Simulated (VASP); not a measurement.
Input of a VASP 6.6.1 run:

File INCAR:

```
PREC = Accurate
ENCUT = 600
EDIFF = 1E-6
ISMEAR = 0
SIGMA = 0.01
LREAL = F
LASPH = T
NELM = 80
ALGO = Normal
ISIF = 3
LWAVE = F
LCHARG = F
GGA = RP
IBRION = 2
NSW = 80
EDIFFG = -0.01
```

KPOINTS

```
regular mesh
0
Gamma
  8 8 8
```

File POSCAR:

```
GaN
1.0
    0.0000000000      2.2535010000      2.2535010000
    2.2535010000      0.0000000000      2.2535010000
    2.2535010000      2.2535010000      0.0000000000
Ga N
1 1
Direct
    0.0000000000      0.0000000000      0.0000000000
    0.7500000000      0.7500000000      0.7500000000
```

Potentials or basis: VASP PAW PBE potentials, release 64 (Ga_d, N).

The run is started by

```console
$ cat potpaw_PBE.64/Ga_d/POTCAR potpaw_PBE.64/N/POTCAR > POTCAR
$ mpirun -np 1 vasp_std > vasp.out
```

Question: What does it give for the band gap on the k mesh?

Answer: 1.46 eV, direct.

Question: What does it give for the relaxed volume?

Answer: 12.03 Å³/atom.

Question: Predict the space group after relaxing (to 0.05 Å).

Answer: F-43m (No. 216).

Final structure:
```yaml
crystal:
  lattice:
    - [0.00000, 2.29135, 2.29135]
    - [2.29135, 0.00000, 2.29135]
    - [2.29135, 2.29135, 0.00000]
  atoms:
    - { symbol: Ga, position: [0.00000, 0.00000, 0.00000] }
    - { symbol: N, position: [0.75000, 0.75000, 0.75000] }
```

Caveat: the PAW data sets were made with another functional, which shifts forces and pressure a little.
